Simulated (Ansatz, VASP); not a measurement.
# HfO2 in VASP and in Ansatz

File INCAR:

```
SYSTEM = HfO2
ALGO     = Normal         ! electronic algorithm
EDIFF    = 1E-6           ! SCF threshold, eV
ENCUT    = 520            ! plane-wave cutoff, eV
GGA      = PE             ! functional
ISIF     = 2              ! what is computed and relaxed
ISMEAR   = 0              ! smearing method
LASPH    = .TRUE.         ! aspherical terms in the spheres
LCHARG   = .TRUE.         ! write CHGCAR
LELF     = .TRUE.         ! ELF
LREAL    = .FALSE.        ! projectors in reciprocal space
LVHAR    = .TRUE.       
LWAVE    = .FALSE.        ! write WAVECAR
NBANDS   = 31             ! bands
NELM     = 60             ! most SCF steps
PREC     = Accurate       ! precision mode
SIGMA    = 0.05           ! smearing width, eV
```

The input KPOINTS:

```
k-points
0
G
  6 6 4
  0 0 0
```

Contents of POSCAR:

```
HfO2
1.0
    3.7845200538      0.0000000000      0.0000000000
    0.0000000000      3.7845200538      0.0000000000
    0.0000000000      0.0000000000      5.2639671549
Hf O
2 4
Direct
    0.5000000000      0.5000000000      0.5000000000
    0.0000000000      0.0000000000      0.0000000000
    0.0000000000      0.5000000000      0.6932521152
    0.5000000000      0.0000000000      0.8067478848
    0.5000000000      0.0000000000      0.3067478848
    0.0000000000      0.5000000000      0.1932521152
```

Input for Ansatz:

```yaml
crystal:
  lattice:
    - [3.7845200538, 0.0, 0.0]
    - [0.0, 3.7845200538, 0.0]
    - [0.0, 0.0, 5.2639671549]
  atoms:
    - { symbol: Hf, position: [0.5, 0.5, 0.5] }
    - { symbol: Hf, position: [0.0, 0.0, 0.0] }
    - { symbol: O, position: [0.0, 0.5, 0.6932521152] }
    - { symbol: O, position: [0.5, 0.0, 0.8067478848] }
    - { symbol: O, position: [0.5, 0.0, 0.3067478848] }
    - { symbol: O, position: [0.0, 0.5, 0.1932521152] }
basis:
  ecutwfc: 420
kpoints:
  mp_grid: { grid: [6, 6, 4] }
hamiltonian:
  xc: pbe
scf:
  occupations: { method: gaussian, width: 0.05 }
output:
  forces: true
  stress: true
  eigenvalues: true
```

Change from the starting cell: strain +0.050 along x and y, +0.000 along z, atoms carried along.

Alike in both runs: task single point; functional PBE; k mesh 6 × 6 × 4; occupations gaussian, width 0.05 eV; no spin polarisation.

|  | VASP | Ansatz |
| --- | --- | --- |
| version | VASP 6.6.1 | Ansatz 0.2.0 |
| potentials or method | VASP PAW PBE potentials, release 64 (Hf_pv, O), cutoff 520 eV | scalar-relativistic, plane waves, PAW |
| valence electrons in the cell | 44 | 76 |

Ansatz gave:

- gap on the k mesh at the Fermi level (eV): 3.89
- least direct gap on the mesh (eV): 3.94
- pressure (GPa): -19.6
- traceless stress, the component that is largest in VASP (GPa): 11.34
- rms of the force components (eV/Å): 0.136

**Question.** Estimate VASP's values.

**Answer.** gap on the k mesh at the Fermi level (eV): 3.84; least direct gap on the mesh (eV): 3.89; pressure (GPa): -22.1; traceless stress, the component that is largest in VASP (GPa): 11.63; rms of the force components (eV/Å): 0.159.

Atom by atom the forces differ by 0.023 eV/Å (rms over components). VASP's potentials hold 44 valence electrons a cell and Ansatz's 76, so a difference there can come from the potentials and not from the codes.

Neither program's run includes spin-orbit coupling.
